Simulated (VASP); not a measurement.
# Mg (Im-3m) in VASP: further runs

The runs below take Mg through single point, with PBE.

Program: VASP 6.6.1. These are calculated values, not measurements. Logs are shortened: lines on timing, memory, paths and dates and some standing lists are left out, and cuts for length are marked.

### Step 1. The cell of the first run

The structure is cubic, space group Im-3m (No. 229). Conventional cell: a = 3.579 Å, b = 3.579 Å, c = 3.579 Å, α = 90.00°, β = 90.00°, γ = 90.00°. Within 4.1 Å of Mg (site symmetry m-3m) lie 14 Mg at 3.10 to 3.58 Å.

### Step 2. Single point, PBE

INCAR

```
PREC     = Accurate       # precision mode
ENCUT    = 520            # plane-wave cutoff, eV
EDIFF    = 1E-6           # SCF threshold, eV
ISMEAR   = -1             # smearing method
SIGMA    = 0.1            # smearing width, eV
LREAL    = F              # projectors in reciprocal space
LASPH    = T              # aspherical terms in the spheres
NELM     = 100            # most SCF steps
ALGO     = Normal         # electronic algorithm
ISIF     = 2              # what is computed and relaxed
LWAVE    = F              # write WAVECAR
LCHARG   = F              # write CHGCAR
GGA      = PE             # functional
NBANDS   = 7              # bands
```

KPOINTS

```
regular mesh
0
Gamma
  12 12 12
```

POSCAR

```
Mg
1.0
   -1.7896438141      1.7896438141      1.7896438141
    1.7896438141     -1.7896438141      1.7896438141
    1.7896438141      1.7896438141     -1.7896438141
Mg
1
Direct
    0.0000000000      0.0000000000      0.0000000000
```

Potentials or basis: VASP PAW PBE potentials, release 64 (Mg).

The run is started by

```bash
> cat potpaw_PBE.64/Mg/POTCAR > POTCAR
> mpirun -np 1 vasp_std > vasp.out
```

OUTCAR:

```text
PREC = Accurate
   ENCUT = 520
   EDIFF = 1E-6
   ISMEAR = -1
   LREAL = F
   LASPH = T
   NELM = 100
   ISIF = 2
   GGA = PE

 ion  position               nearest neighbor table
   1  0.000  0.000  0.000-

  LATTYP: Found a body centered cubic cell.
 ALAT       =     3.5792876282

  Lattice vectors:

 A1 = (  -1.7896438141,   1.7896438141,   1.7896438141)
 A2 = (   1.7896438141,  -1.7896438141,   1.7896438141)
 A3 = (   1.7896438141,   1.7896438141,  -1.7896438141)

Analysis of symmetry for initial positions (statically):
=====================================================================
 Subroutine PRICEL returns:
 Original cell was already a primitive cell.

 Routine SETGRP: Setting up the symmetry group for a
 body centered cubic supercell.

 Subroutine GETGRP returns: Found 48 space group operations
 (whereof 48 operations were pure point group operations)
 out of a pool of 48 trial point group operations.

The static configuration has the point symmetry O_h .

Analysis of symmetry for dynamics (positions and initial velocities):
=====================================================================
 Subroutine PRICEL returns:
 Original cell was already a primitive cell.

 Routine SETGRP: Setting up the symmetry group for a
 body centered cubic supercell.

 Subroutine GETGRP returns: Found 48 space group operations
 (whereof 48 operations were pure point group operations)
 out of a pool of 48 trial point group operations.

The dynamic configuration has the point symmetry O_h .

 Subroutine INISYM returns: Found 48 space group operations
 (whereof 48 operations are pure point group operations),
 and found     1 'primitive' translations

----------------------------------------------------------------------------------------

                                     Primitive cell

  volume of cell :      22.9277

  direct lattice vectors                    reciprocal lattice vectors
    -1.789643814  1.789643814  1.789643814     0.000000000  0.279385203  0.279385203
     1.789643814 -1.789643814  1.789643814     0.279385203  0.000000000  0.279385203
     1.789643814  1.789643814 -1.789643814     0.279385203  0.279385203  0.000000000

  length of vectors
     3.099754013  3.099754013  3.099754013     0.395110343  0.395110343  0.395110343

  position of ions in fractional coordinates (direct lattice)
     0.000000000  0.000000000  0.000000000

[... 68 lines left out ...]
   ICHARG =      2    charge: 1-file 2-atom 10-const
   ISPIN  =      1    spin polarized calculation?
   LNONCOLLINEAR =      F non collinear calculations
   LSORBIT =      F    spin-orbit coupling
   LASPH  =      T    aspherical Exc in radial PAW
   ENCUT  =  520.0 eV  38.22 Ry    6.18 a.u.   5.76  5.76  5.76*2*pi/ulx,y,z
   NELM   =    100;   NELMIN=  2; NELMDL= -5     # of ELM steps
   EDIFF  = 0.1E-05   stopping-criterion for ELM
   LREAL  =      F    real-space projection
   EDIFFG = 0.1E-04   stopping-criterion for IOM
   NSW    =      0    number of steps for IOM
   IBRION =     -1    ionic relax: 0-MD 1-quasi-New 2-CG
   NFREE  =      0    steps in history (QN), initial steepest desc. (CG)
   ISIF   =      2    stress and relaxation
   ISYM   =      2    0-nonsym 1-usesym 2-fastsym
   POTIM  = 0.5000    time-step for ionic-motion
   TEBEG  =    0.0;   TEEND  =   0.0 temperature during run
   PSTRESS=    0.0 pullay stress
   NELECT =       2.0000    total number of electrons
   NUPDOWN=      -1.0000    fix difference up-down
   EMIN   =  10.00;   EMAX   =-10.00  energy-range for DOS
   EFERMI =   0.00;   METHOD = LEGACY
   ISMEAR =    -1;   SIGMA  =   0.10  broadening in eV -4-tet -1-fermi 0-gaus
   EFERMI_NEDOS =   21; number of points for ismear=-14 and -15
   IALGO  =     38    algorithm
   IMIX   =      4    mixing-type and parameters
     AMIX     =   0.40;   BMIX     =  1.00
     AMIX_MAG =   1.60;   BMIX_MAG =  1.00
  volume/ion in A,a.u.               =      22.93       154.72
  Fermi-wavevector in a.u.,A,eV,Ry     =   0.726047  1.372030  7.172238  0.527145
  Thomas-Fermi vector in A             =   1.816922
   LORBIT       =      0    0 simple, 1 ext, 2 COOP (PROOUT), +10 PAW based schemes
   GGA     = PE    functional components
   LHFCALC =     F    Hartree Fock is set to
   AEXX    =    0.0000 exact exchange contribution
   IVDW    =     0    specifies the selected vdW correction
   LEPSILON=     F    determine dielectric tensor
   LRPA    =     F    only Hartree local field effects (RPA)
 non-spin polarized calculation
  energy-cutoff  :      520.00
  volume of cell :       22.93
 maximum number of plane-waves:       632
   NGX = 11   NGY = 11   NGZ = 11

 number of electron       2.0000000 magnetization

 Free energy of the ion-electron system (eV)
  ---------------------------------------------------
  ext. energy  EPLUGINS =         0.00000000
  ---------------------------------------------------
  free energy    TOTEN  =        -1.48141708 eV

  energy without entropy =       -1.46550422  energy(sigma->0) =       -1.47346065

 E-fermi :   2.6431     XC(G=0):  -8.4987

 val. band max:        2.5836130921   @ k =   0.4167   0.0833  -0.0000
 cond. band min:       2.6697767815   @ k =  -0.4167  -0.4167   0.0833
 fundamental gap:      0.0861636894
 Fermi energy:         2.6430947845

 k-point     1 :       0.0000    0.0000    0.0000
  band No.  band energies     occupation
      1      -4.2935      2.00000
      2      15.6814      0.00000
      3      15.6814      0.00000
      4      15.6814      0.00000
      5      17.6985      0.00000
      6      17.6985      0.00000
      7      17.7838      0.00000
[... 221 lines left out ...]
 k-point    24 :       0.4167    0.0833    0.0833
  band No.  band energies     occupation
      1       1.4669      1.99998
      2       2.0579      1.99427
      3       8.6447      0.00000
      4       9.7291      0.00000
      5      16.0976      0.00000
      6      16.8188      0.00000
      7      22.0132      0.00000

 [... further k-points ...]
[... 5 lines left out ...]
  --------------------------------------------------------------------------------------
  -------------------------------------------------------------------------------------
  Total       -0.0176203     -0.0176203     -0.0176203      0.0000000     -0.0000000      0.0000000
  in kB       -1.2312976     -1.2312976     -1.2312976      0.0000000     -0.0000000      0.0000000
  external PRESSURE =      -1.2312976 kB  Pullay stress =       0.0000000 kB

 VOLUME and BASIS-vectors are now :
 -----------------------------------------------------------------------------
  energy-cutoff  :      520.00
  volume of cell :       22.93
      direct lattice vectors                 reciprocal lattice vectors
    -1.789643814  1.789643814  1.789643814     0.000000000  0.279385203  0.279385203
     1.789643814 -1.789643814  1.789643814     0.279385203  0.000000000  0.279385203
     1.789643814  1.789643814 -1.789643814     0.279385203  0.279385203  0.000000000

 POSITION                                       TOTAL-FORCE (eV/Angst)
 -----------------------------------------------------------------------------------
      0.00000      0.00000      0.00000        -0.000000     -0.000000      0.000000
 -----------------------------------------------------------------------------------
    total drift:                                0.000000      0.000000      0.000000

  FREE ENERGIE OF THE ION-ELECTRON SYSTEM (eV)
  ---------------------------------------------------
  free  energy   TOTEN  =        -1.4814170802 eV

  energy  without entropy=       -1.4655042182  energy(sigma->0) =       -1.47346065
```

OSZICAR:

```text
N       E                     dE             d eps       ncg     rms          rms(c)
DAV:   1    -0.832724671237E+00   -0.83272E+00   -0.79015E+02  1071   0.192E+02
DAV:   2    -0.148746398777E+01   -0.65474E+00   -0.63664E+00  1330   0.106E+01
DAV:   3    -0.148984706707E+01   -0.23831E-02   -0.23813E-02  1274   0.730E-01
DAV:   4    -0.148985099239E+01   -0.39253E-05   -0.39254E-05  1498   0.248E-02
DAV:   5    -0.148985099628E+01   -0.38886E-08   -0.37378E-08  1274   0.453E-04    0.681E-01
DAV:   6    -0.148586933089E+01    0.39817E-02   -0.30334E-04  1183   0.127E-01    0.436E-01
DAV:   7    -0.148140941475E+01    0.44599E-02   -0.14042E-03  1050   0.224E-01    0.250E-02
DAV:   8    -0.148141756038E+01   -0.81456E-05   -0.83837E-06  1554   0.179E-02    0.574E-03
DAV:   9    -0.148141708018E+01    0.48020E-06   -0.72656E-07  1099   0.345E-03
   1 F= -.14814171E+01 E0= -.14734606E+01  d E =-.159129E-01
```

Run time: 5.4 s. Hardware: 1 thread of Intel Xeon 6975P-C, shared host; peak memory 0.14 GiB.

What came out:

```
Free energy            : -1.4814 eV
Pressure               : -0.1 GPa
Band gap on the k mesh : zero (band 1 reaches 6.51 eV, above the bottom of band 2 at 1.74 eV)
```

Levels at points of the mesh, in eV from the Fermi level:
```csv
k point,band 1,band 2,band 3,band 4
"(0.00, 0.00, 0.00)",-6.94,13.04,13.04,13.04
"(0.50, 0.00, 0.00)",-1.47,-0.90,8.64,9.35
"(0.50, 0.50, 0.50)",3.87,3.87,3.87,4.02
```

### Step 3. Single point, PBE (volume scaled by 0.88)

Changes to INCAR since step 2:

```diff
@@ -2,3 +2,3 @@
 ENCUT    = 520            # plane-wave cutoff, eV
-EDIFF    = 1E-6           # SCF threshold, eV
+EDIFF    = 1E-7           # SCF threshold, eV
 ISMEAR   = -1             # smearing method
@@ -7,3 +7,3 @@
 LASPH    = T              # aspherical terms in the spheres
-NELM     = 100            # most SCF steps
+NELM     = 60             # most SCF steps
 ALGO     = Normal         # electronic algorithm
```

KPOINTS

```
Automatic mesh
0
Gamma
  14 14 14
```

POSCAR

```
Mg
1.0
   -1.7149869816      1.7149869816      1.7149869816
    1.7149869816     -1.7149869816      1.7149869816
    1.7149869816      1.7149869816     -1.7149869816
Mg
1
Direct
    0.0000000000      0.0000000000      0.0000000000
```

Potentials or basis: VASP PAW PBE potentials, release 64 (Mg).

The run is started by

```bash
> cat potpaw_PBE.64/Mg/POTCAR > POTCAR
> mpirun -np 1 vasp_std > vasp.out
```

Wall time 7.2 s (1 thread of Intel Xeon 6975P-C, shared host); peak memory 0.14 GiB.

It converged, with:

| Quantity | Value |
| --- | --- |
| Free energy | -1.4420 eV |
| Pressure | 5.7 GPa |
| Band gap on the k mesh | zero (band 1 reaches 7.40 eV, above the bottom of band 2 at 2.47 eV) |

Levels at points of the mesh, in eV from the Fermi level:
```tsv
k point	band 1	band 2	band 3	band 4	band 5
(0.00, 0.00, 0.00)	-7.58	13.86	13.86	13.86	16.01
(0.50, 0.00, 0.00)	-1.73	-0.95	9.05	10.33	11.03
(0.50, 0.50, 0.50)	3.98	3.98	4.21	4.21	4.21
```

### Step 4. Single point, PBE (volume scaled by 0.92)

INCAR

```
ALGO = Normal
EDIFF = 1E-6
ENCUT = 520
GGA = PE
ISIF = 2
ISMEAR = -1
LASPH = True
LCHARG = True
LELF = True
LREAL = False
LVHAR = True
LWAVE = False
NBANDS = 7
NELM = 60
PREC = Accurate
SIGMA = 0.1
```

KPOINTS

```
k-points
0
Gamma
  14 14 14
```

POSCAR

```
Mg
1.0
   -1.7405875765      1.7405875765      1.7405875765
    1.7405875765     -1.7405875765      1.7405875765
    1.7405875765      1.7405875765     -1.7405875765
Mg
1
Direct
    0.0000000000      0.0000000000      0.0000000000
```

The run is started by

```bash
> cat potpaw_PBE.64/Mg/POTCAR > POTCAR
> mpirun -np 1 vasp_std > vasp.out
```

Wall time 6.8 s (1 thread of Intel Xeon 6975P-C, shared host); peak memory 0.14 GiB.

Results (log left out):

```
Free energy            : -1.4679 eV
Pressure               : 3.4 GPa
Band gap on the k mesh : zero (band 1 reaches 7.13 eV, above the bottom of band 2 at 2.21 eV)
```

Levels at points of the mesh, in eV from the Fermi level:
```
           k point  band 1  band 2  band 3  band 4  band 5  band 6
(0.00, 0.00, 0.00)   -7.37   13.55   13.55   13.55   15.66   15.66
(0.50, 0.00, 0.00)   -1.66   -0.94    8.89    9.96   10.72   12.18
(0.50, 0.50, 0.50)    3.98    3.98    4.07    4.07    4.07    8.40
```

### Step 5. Single point, PBE (volume scaled by 0.96)

INCAR

```
SYSTEM = Mg
PREC = Accurate
ENCUT = 520
EDIFF = 1E-6
ISMEAR = -1
SIGMA = 0.1
LREAL = .False.
LASPH = .True.
NELM = 60
ALGO = Normal
ISIF = 2
LWAVE = .False.
LCHARG = .False.
GGA = PE
NBANDS = 7
```

KPOINTS

```
Automatic mesh
0
Gamma
  14 14 14
  0 0 0
```

POSCAR

```
Mg
1.0
   -1.7654564732      1.7654564732      1.7654564732
    1.7654564732     -1.7654564732      1.7654564732
    1.7654564732      1.7654564732     -1.7654564732
Mg
1
Direct
    0.0000000000      0.0000000000      0.0000000000
```

The run is started by

```bash
> cat potpaw_PBE.64/Mg/POTCAR > POTCAR
> mpirun -np 1 vasp_std > vasp.out
```

Run time: 6.1 s. Hardware: 1 thread of Intel Xeon 6975P-C, shared host; peak memory 0.14 GiB.

Results (log left out):

```yaml
Free_energy: -1.4816 eV
Pressure: 1.5 GPa
Band_gap_on_the_k_mesh: zero (band 1 reaches 6.86 eV, above the bottom of band 2 at 1.97 eV)
```

Levels at points of the mesh, in eV from the Fermi level:
```tsv
k point	band 1	band 2	band 3	band 4	band 5	band 6
(0.00, 0.00, 0.00)	-7.17	13.26	13.26	13.26	15.32	15.32
(0.50, 0.00, 0.00)	-1.59	-0.94	8.74	9.62	10.44	11.81
(0.50, 0.50, 0.50)	3.94	3.94	3.94	3.98	3.98	7.92
```

### Step 6. Summary

```tsv
cell	k mesh	gap on the mesh (eV)	pressure (GPa)
a = 3.100 Å, angles 109.5°, 1 atom	12 × 12 × 12	none	-0.1
a = 2.970 Å, angles 109.5°, 1 atom	14 × 14 × 14	none	5.7
a = 3.015 Å, angles 109.5°, 1 atom	14 × 14 × 14	none	3.4
a = 3.058 Å, angles 109.5°, 1 atom	14 × 14 × 14	none	1.5
```

Alike in all rows: task single point; level PBE; potentials or basis VASP PAW PBE potentials, release 64 (Mg); no spin polarisation; cutoff (eV) 520; smearing fermi-dirac 0.1 eV.

Absolute energies hang on the potentials; compare differences alone.
